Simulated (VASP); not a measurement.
Set up this calculation in VASP 6.6.1, as the native input.

* Task: single point
* Functional: PBE
* Potentials or basis: VASP PAW PBE potentials, release 64 (Ga_d, O)
* Cutoff: 520 eV
* k mesh: 8 × 8 × 4
* Occupations: fermi-dirac, width 0.02 eV
* Spin: no spin polarisation
* Dipole correction: no
* Further INCAR settings: ALGO = Normal; EDIFF = 1e-07; NBANDS = 55

The structure of Ga2O3 lies in POSCAR:

```
Ga2O3
1.0
    6.1273162769     -1.5195702949      0.0024226248
    6.1273162769      1.5195702949      0.0024226248
   -1.3883630900      0.0000000000      5.6399861766
Ga O
4 6
Direct
    0.0905077042      0.0905077042      0.7947690574
    0.9094922958      0.9094922958      0.2052309426
    0.6587425296      0.6587425296      0.3144411419
    0.3412574704      0.3412574704      0.6855588581
    0.1642078127      0.1642078127      0.1091294885
    0.8357921873      0.8357921873      0.8908705115
    0.1733453343      0.1733453343      0.5635363168
    0.8266546657      0.8266546657      0.4364636832
    0.4962966924      0.4962966924      0.2562516319
    0.5037033076      0.5037033076      0.7437483681
```

One way to write it, as run:

INCAR

```
SYSTEM = Ga2O3
PREC = Accurate
ENCUT = 520
EDIFF = 1E-7
ISMEAR = -1
SIGMA = 0.02
LREAL = .False.
LASPH = .True.
NELM = 100
ALGO = Normal
ISIF = 2
LWAVE = .False.
LCHARG = .False.
GGA = PE
NBANDS = 55
```

KPOINTS

```
Automatic mesh
0
Gamma
  8 8 4
  0 0 0
```

Potentials or basis: VASP PAW PBE potentials, release 64 (Ga_d, O).

The run is started by

```sh
$ cat potpaw_PBE.64/Ga_d/POTCAR potpaw_PBE.64/O/POTCAR > POTCAR
$ mpirun -np 1 vasp_std > vasp.out
```

Results of the run:

| Item | Value |
| --- | --- |
| Pressure | 8.9 GPa |
| Largest force | 0.229 eV/Å |
| Band gap on the k mesh | 2.36 eV (least direct gap 2.38 eV) |

Caveat: the cell stands under pressure.

It took 14 min on 1 thread of Intel(R) Xeon(R) Platinum 8259CL CPU @ 2.50GHz (Skylake/Cascade Lake) (shared host), peak memory 0.53 GiB.
